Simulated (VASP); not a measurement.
# LiF (P4/mmm) in VASP: a series of runs

Runs on LiF. Level: HSE06. Tasks: single point.

Everything below comes from runs of VASP 6.6.1. Logs are shortened: lines on timing, memory, paths and dates and some standing lists are left out, and cuts for length are marked.

## Step 1: The cell of the first run

Symmetry: P4/mmm, No. 123, tetragonal system. The conventional cell has a = 2.516 Å, b = 2.516 Å, c = 2.547 Å, α = 90.00°, β = 90.00°, γ = 90.00°. Within 2.9 Å of Li (site symmetry 4/mmm) lie 8 F at 2.19 Å and 6 Li at 2.52 to 2.55 Å. Within 2.9 Å of F (site symmetry 4/mmm) lie 8 Li at 2.19 Å and 6 F at 2.52 to 2.55 Å.

## Step 2: Single point, HSE06 (uniaxial x strain +1.2%)

The input, POSCAR:

```
LiF
1.0
    2.5472084227      0.0000000000      0.0000000000
    0.0000000000      2.5162584438      0.0000000000
    0.0000000000      0.0000000000      2.5162584438
Li F
1 1
Direct
    0.0000000000      0.0000000000      0.0000000000
    0.5000000000      0.5000000000      0.5000000000
```

The input, INCAR.step1:

```
SYSTEM = LiF
ALGO     = Normal         ! electronic algorithm
EDIFF    = 1E-5           ! SCF threshold, eV
ENCUT    = 520            ! plane-wave cutoff, eV
GGA      = PE             ! functional
ISIF     = 2              ! what is computed and relaxed
ISMEAR   = 0              ! smearing method
KPAR     = 2            
LASPH    = .TRUE.         ! aspherical terms in the spheres
LCHARG   = .FALSE.        ! write CHGCAR
LREAL    = .FALSE.        ! projectors in reciprocal space
LWAVE    = .TRUE.         ! write WAVECAR
NBANDS   = 12             ! bands
NELM     = 60             ! most SCF steps
PREC     = Accurate       ! precision mode
SIGMA    = 0.01           ! smearing width, eV
```

The input, INCAR.step2:

```
SYSTEM = LiF
ALGO     = Normal         ! electronic algorithm
EDIFF    = 1E-6           ! SCF threshold, eV
ENCUT    = 520            ! plane-wave cutoff, eV
GGA      = PE             ! functional
HFSCREEN = 0.2079         ! screening, 1/A
ISIF     = 2              ! what is computed and relaxed
ISMEAR   = 0              ! smearing method
ISTART   = 1            
KPAR     = 2            
LASPH    = .TRUE.         ! aspherical terms in the spheres
LCHARG   = .FALSE.        ! write CHGCAR
LHFCALC  = .TRUE.         ! exact exchange
LREAL    = .FALSE.        ! projectors in reciprocal space
LWAVE    = .FALSE.        ! write WAVECAR
NBANDS   = 12             ! bands
NELM     = 60             ! most SCF steps
PREC     = Accurate       ! precision mode
PRECFOCK = Normal       
SIGMA    = 0.01           ! smearing width, eV
```

The input, KPOINTS:

```
k-points
0
G
  8 8 8
  0 0 0
```

Potentials or basis: VASP PAW PBE potentials, release 64 (Li_sv, F).

Launch:

```sh
$ cat potpaw_PBE.64/Li_sv/POTCAR potpaw_PBE.64/F/POTCAR > POTCAR
$ cp INCAR.step1 INCAR
$ mpirun -np 2 vasp_std > vasp.out
$ cp INCAR.step2 INCAR
$ mpirun -np 2 vasp_std > vasp.out
```

OUTCAR:

```text
SYSTEM = LiF
   EDIFF = 1E-6
   ENCUT = 520
   GGA = PE
   HFSCREEN = 0.2079
   ISIF = 2
   ISMEAR = 0
   ISTART = 1
   LASPH = .TRUE.
   LHFCALC = .TRUE.
   LREAL = .FALSE.
   NELM = 60
   PREC = Accurate
   PRECFOCK = Normal

 ion  position               nearest neighbor table
   1  0.000  0.000  0.000-   2 2.19   2 2.19   2 2.19   2 2.19   2 2.19   2 2.19   2 2.19   2 2.19

   2  0.500  0.500  0.500-   1 2.19   1 2.19   1 2.19   1 2.19   1 2.19   1 2.19   1 2.19   1 2.19

  LATTYP: Found a simple tetragonal cell.
 ALAT       =     2.5162584438
 C/A-ratio  =     1.0123000000

  Lattice vectors:

 A1 = (   0.0000000000,   2.5162584438,   0.0000000000)
 A2 = (   0.0000000000,   0.0000000000,   2.5162584438)
 A3 = (   2.5472084227,   0.0000000000,   0.0000000000)

Analysis of symmetry for initial positions (statically):
=====================================================================
 Subroutine PRICEL returns:
 Original cell was already a primitive cell.

 Routine SETGRP: Setting up the symmetry group for a
 simple tetragonal supercell.

 Subroutine GETGRP returns: Found 16 space group operations
 (whereof 16 operations were pure point group operations)
 out of a pool of 16 trial point group operations.

The static configuration has the point symmetry D_4h.

Analysis of symmetry for dynamics (positions and initial velocities):
=====================================================================
 Subroutine PRICEL returns:
 Original cell was already a primitive cell.

 Routine SETGRP: Setting up the symmetry group for a
 simple tetragonal supercell.

 Subroutine GETGRP returns: Found 16 space group operations
 (whereof 16 operations were pure point group operations)
 out of a pool of 16 trial point group operations.

The dynamic configuration has the point symmetry D_4h.

 Subroutine INISYM returns: Found 16 space group operations
 (whereof 16 operations are pure point group operations),
 and found     1 'primitive' translations

----------------------------------------------------------------------------------------

                                     Primitive cell

  volume of cell :      16.1278

  direct lattice vectors                    reciprocal lattice vectors
     2.547208423  0.000000000  0.000000000     0.392586642  0.000000000  0.000000000
     0.000000000  2.516258444  0.000000000     0.000000000  0.397415457  0.000000000
[... 102 lines left out ...]
   IALGO  =     38    algorithm
   IMIX   =      1    mixing-type and parameters
     AMIX     =   0.40;   BMIX     =  1.00
     AMIX_MAG =   1.60;   BMIX_MAG =  1.00
  volume/ion in A,a.u.               =       8.06        54.42
  Fermi-wavevector in a.u.,A,eV,Ry     =   1.395993  2.638044 26.514977  1.948796
  Thomas-Fermi vector in A             =   2.519390
   LORBIT       =      0    0 simple, 1 ext, 2 COOP (PROOUT), +10 PAW based schemes
   GGA     = PE    functional components
   LHFCALC =     T    Hartree Fock is set to
   PRECFOCK=normal    Normal, Fast or Accurate (Low or Medium for compatibility)
   ENCUT4O =  -1.0   cutoff for four orbital integrals eV
   NKREDX  =     1    reduce k-point grid by
   NKREDY  =     1    reduce k-point grid by
   NKREDZ  =     1    reduce k-point grid by
   AEXX    =    0.2500 exact exchange contribution
   HFSCREEN=    0.2079 screening length (either q_TF or 0.3 A-1)
   HFSCREENC=   0.2079 screening length for correlation (either q_TF or 0.3 A-1)
   ENCUTFOCK=  -1.0 apply spherical cutoff to Coloumb kernel
   IVDW    =     0    specifies the selected vdW correction
   LEPSILON=     F    determine dielectric tensor
   LRPA    =     F    only Hartree local field effects (RPA)
 non-spin polarized calculation
 Gauss-broadening in eV      SIGMA  =   0.01
  energy-cutoff  :      520.00
  volume of cell :       16.13
 maximum number of plane-waves:       453
 NGX is ok and might be reduce to    20
  NGX = 16; NGY = 16; NGZ = 16

 number of electron      10.0000022 magnetization

 Free energy of the ion-electron system (eV)
  ---------------------------------------------------
  ext. energy  EPLUGINS =         0.00000000
  ---------------------------------------------------
  free energy    TOTEN  =       -10.75962057 eV

  energy without entropy =      -10.75962057  energy(sigma->0) =      -10.75962057

 E-fermi :  -1.1670     XC(G=0):  -8.2732

 val. band max:       -1.2461797609   @ k =   0.5000   0.5000   0.0000
 cond. band min:       8.7815086689   @ k =   0.0000   0.0000   0.0000
 fundamental gap:     10.0276884298
 Fermi energy:        -1.1670404533

 k-point     1 :       0.0000    0.0000    0.0000
  band No.  band energies     occupation
      1     -46.2571      2.00000
      2     -23.8946      2.00000
      3      -2.1101      2.00000
      4      -1.9752      2.00000
      5      -1.9752      2.00000
      6       8.7815      0.00000
      7      19.9595      0.00000
      8      20.2758      0.00000
      9      22.4561      0.00000
     10      22.8011      0.00000
     11      22.8011      0.00000
     12      40.4268      0.00000
[... 331 lines left out ...]
 k-point    24 :       0.3750    0.5000    0.0000
  band No.  band energies     occupation
      1     -46.1660      2.00000
      2     -22.8873      2.00000
      3      -4.9651      2.00000
      4      -4.4392      2.00000
      5      -1.2898      2.00000
      6      14.1501      0.00000
      7      14.8118      0.00000
      8      15.7375      0.00000
      9      22.2353      0.00000
     10      24.7397      0.00000
     11      31.1959      0.00000
     12      32.3999      0.00000

 [... further k-points ...]

------------------------ aborting loop because EDIFF is reached ----------------------------------------

  FORCE on cell =-STRESS in cart. coord.  units (eV):
  Direction    XX          YY          ZZ          XY          YZ          ZX
  --------------------------------------------------------------------------------------
  -------------------------------------------------------------------------------------
  Total       -0.2903984      0.0895404      0.0895404      0.0000000      0.0000000     -0.0000000
  in kB      -28.8489395      8.8951750      8.8951750      0.0000000      0.0000000     -0.0000000
  external PRESSURE =      -3.6861965 kB  Pullay stress =       0.0000000 kB

 VOLUME and BASIS-vectors are now :
 -----------------------------------------------------------------------------
  energy-cutoff  :      520.00
  volume of cell :       16.13
      direct lattice vectors                 reciprocal lattice vectors
     2.547208423  0.000000000  0.000000000     0.392586642  0.000000000  0.000000000
     0.000000000  2.516258444  0.000000000     0.000000000  0.397415457  0.000000000
     0.000000000  0.000000000  2.516258444     0.000000000  0.000000000  0.397415457

 POSITION                                       TOTAL-FORCE (eV/Angst)
 -----------------------------------------------------------------------------------
      0.00000      0.00000      0.00000         0.000000      0.000000      0.000000
      1.27360      1.25813      1.25813         0.000000      0.000000      0.000000
 -----------------------------------------------------------------------------------
    total drift:                               -0.000000      0.000000      0.000000

  FREE ENERGIE OF THE ION-ELECTRON SYSTEM (eV)
  ---------------------------------------------------
  free  energy   TOTEN  =       -10.7596205689 eV

  energy  without entropy=      -10.7596205689  energy(sigma->0) =      -10.75962057
```

Wall time 11 min (2 MPI ranks of Intel Xeon Platinum 8488C (Sapphire Rapids), shared host); peak memory 0.23 GiB.

Results:

```yaml
Free_energy: -10.7596 eV
Band_gap_on_the_k_mesh: 10.03 eV (least direct gap 10.76 eV)
```

Levels at points of the mesh, in eV from the valence-band top:
```tsv
k point	band 3	band 4	band 5	band 6	band 7	band 8
(0.00, 0.00, 0.00)	-0.86	-0.73	-0.73	10.03	21.21	21.52
(0.50, 0.00, 0.00)	-4.08	-0.32	-0.32	11.63	16.85	23.15
(0.00, 0.50, 0.00)	-4.09	-0.40	-0.29	11.53	17.02	22.81
(0.50, 0.50, 0.00)	-3.65	-3.60	0.00	15.82	16.31	16.52
(0.00, 0.50, 0.50)	-3.60	-3.60	-0.08	15.92	16.40	16.40
(0.50, 0.50, 0.50)	-2.57	-2.57	-2.51	13.40	13.40	13.50
```

Caveat: the cell differs from its parent crystal (uniaxial x strain +1.2%); the cutoff is under 1.25 times the usual one of these potentials, so pressure, stress and relaxed cells hold a basis-set (Pulay) error; the structure was generated, so it needn't be the stable form of LiF; the PAW data sets were made with another functional, which shifts forces and pressure a little.

## Step 3: Single point, HSE06 (biaxial xy strain +4.9%)

The input, POSCAR:

```
LiF
1.0
    2.6393034817      0.0000000000      0.0000000000
    0.0000000000      2.6393034817      0.0000000000
    0.0000000000      0.0000000000      2.5162584438
Li F
1 1
Direct
    0.0000000000      0.0000000000      0.0000000000
    0.5000000000      0.5000000000      0.5000000000
```

The input, INCAR.step1:

```
PREC     = Accurate       # precision mode
ENCUT    = 520            # plane-wave cutoff, eV
EDIFF    = 1E-5           # SCF threshold, eV
ISMEAR   = 0              # smearing method
SIGMA    = 0.01           # smearing width, eV
LREAL    = False          # projectors in reciprocal space
LASPH    = True           # aspherical terms in the spheres
NELM     = 60             # most SCF steps
ALGO     = Normal         # electronic algorithm
ISIF     = 2              # what is computed and relaxed
LWAVE    = True           # write WAVECAR
LCHARG   = False          # write CHGCAR
GGA      = PE             # functional
NBANDS   = 12             # bands
KPAR     = 2
```

The input, INCAR.step2:

```
PREC     = Accurate       # precision mode
ENCUT    = 520            # plane-wave cutoff, eV
EDIFF    = 1E-7           # SCF threshold, eV
ISMEAR   = 0              # smearing method
SIGMA    = 0.01           # smearing width, eV
LREAL    = False          # projectors in reciprocal space
LASPH    = True           # aspherical terms in the spheres
NELM     = 60             # most SCF steps
ALGO     = Normal         # electronic algorithm
ISIF     = 2              # what is computed and relaxed
LWAVE    = False          # write WAVECAR
LCHARG   = False          # write CHGCAR
GGA      = PE             # functional
LHFCALC  = True           # exact exchange
HFSCREEN = 0.2079         # screening, 1/A
PRECFOCK = Normal       
ISTART   = 1            
NBANDS   = 12             # bands
KPAR     = 2
```

The input, KPOINTS:

```
Automatic mesh
0
Gamma
  8 8 8
```

Potentials or basis: VASP PAW PBE potentials, release 64 (Li_sv, F).

Launch:

```sh
$ cat potpaw_PBE.64/Li_sv/POTCAR potpaw_PBE.64/F/POTCAR > POTCAR
$ cp INCAR.step1 INCAR
$ mpirun -np 2 vasp_std > vasp.out
$ cp INCAR.step2 INCAR
$ mpirun -np 2 vasp_std > vasp.out
```

Run time: 14 min. Hardware: 2 MPI ranks of Intel Xeon Platinum 8488C (Sapphire Rapids), shared host; peak memory 0.23 GiB.

It converged, with:

| Property | Result |
| --- | --- |
| Free energy | -10.7148 eV |
| Band gap on the k mesh | 9.09 eV (least direct gap 9.63 eV) |

Levels at points of the mesh, in eV from the valence-band top:
| k point | band 3 | band 4 | band 5 | band 6 | band 7 | band 8 |
| --- | --- | --- | --- | --- | --- | --- |
| (0.00, 0.00, 0.00) | -1.02 | -1.02 | -0.54 | 9.09 | 20.04 | 21.27 |
| (0.50, 0.00, 0.00) | -3.85 | -0.64 | -0.23 | 10.99 | 15.56 | 21.31 |
| (0.50, 0.50, 0.00) | -3.46 | -3.46 | 0.00 | 14.80 | 15.52 | 15.52 |
| (0.00, 0.00, 0.50) | -3.89 | -0.55 | -0.55 | 10.70 | 16.21 | 21.85 |
| (0.50, 0.00, 0.50) | -3.47 | -3.26 | -0.29 | 15.13 | 15.22 | 15.88 |
| (0.50, 0.50, 0.50) | -2.60 | -2.37 | -2.37 | 12.73 | 13.14 | 13.14 |

Caveat: the cell differs from its parent crystal (biaxial xy strain +4.9%); the cutoff is under 1.25 times the usual one of these potentials, so pressure, stress and relaxed cells hold a basis-set (Pulay) error; the structure was generated, so it needn't be the stable form of LiF; the PAW data sets were made with another functional, which shifts forces and pressure a little. A k mesh can miss the band edges.
